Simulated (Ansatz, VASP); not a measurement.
## LiF: VASP beside Ansatz

The input POSCAR:

```
LiF
1.0
    0.0000000000      1.9948691814      1.9948691814
    1.9948691814      0.0000000000      1.9948691814
    1.9948691814      1.9948691814      0.0000000000
Li F
1 1
Direct
    0.0000000000      0.0000000000      0.0000000000
    0.5000000000      0.5000000000      0.5000000000
```

The input INCAR.step1:

```
SYSTEM = LiF
ALGO = Normal ; EDIFF = 1E-5
ENCUT = 520 ; GGA = PE
ISIF = 2 ; ISMEAR = 0
LASPH = .True. ; LCHARG = .False.
LREAL = .False. ; LWAVE = .True.
NBANDS = 12 ; NELM = 100
PREC = Accurate ; SIGMA = 0.05
```

Contents of INCAR.step2:

```
SYSTEM = LiF
ALGO = Normal ; EDIFF = 1E-6
ENCUT = 520 ; GGA = PE
HFSCREEN = 0.2079 ; ISIF = 2
ISMEAR = 0 ; ISTART = 1
LASPH = .True. ; LCHARG = .False.
LHFCALC = .True. ; LREAL = .False.
LWAVE = .False. ; NBANDS = 12
NELM = 100 ; PREC = Accurate
PRECFOCK = Normal ; SIGMA = 0.05
```

KPOINTS

```
k-points
0
Gamma
  6 6 6
  0 0 0
```

Input for Ansatz:

```yaml
crystal:
  lattice:
    - [0.0, 1.9948691814, 1.9948691814]
    - [1.9948691814, 0.0, 1.9948691814]
    - [1.9948691814, 1.9948691814, 0.0]
  atoms:
    - { symbol: Li, position: [0.0, 0.0, 0.0] }
    - { symbol: F, position: [0.5, 0.5, 0.5] }
kpoints:
  mp_grid: { grid: [6, 6, 6] }
hamiltonian:
  xc: hse06
scf:
  occupations: { method: gaussian, width: 0.05 }
  n_extra_bands: 4
output:
  forces: true
  stress: true
  eigenvalues: true
```

Alike in both runs: task single point; functional HSE06; k mesh 6 × 6 × 6; occupations gaussian, width 0.05 eV; no spin polarisation.

|  | VASP | Ansatz |
| --- | --- | --- |
| version | VASP 6.6.1 | Ansatz 0.2.0 |
| potentials or method | VASP PAW PBE potentials, release 64 (Li_sv, F) | plane waves |
| plane-wave cutoff (eV) | 520 | 420 |
| valence electrons in the cell | 10 | 10 |

|  | VASP | Ansatz | Ansatz less VASP |
| --- | --- | --- | --- |
| gap on the k mesh at the Fermi level (eV) | 11.67 | 11.67 | +0.008 |

Ansatz's warnings: stress exchange threshold loose, stress scf threshold loose.

The k mesh is coarse, so the values compare programs but aren't converged. Noted on VASP's run: the cutoff is short for stress, so the pressure is rough.
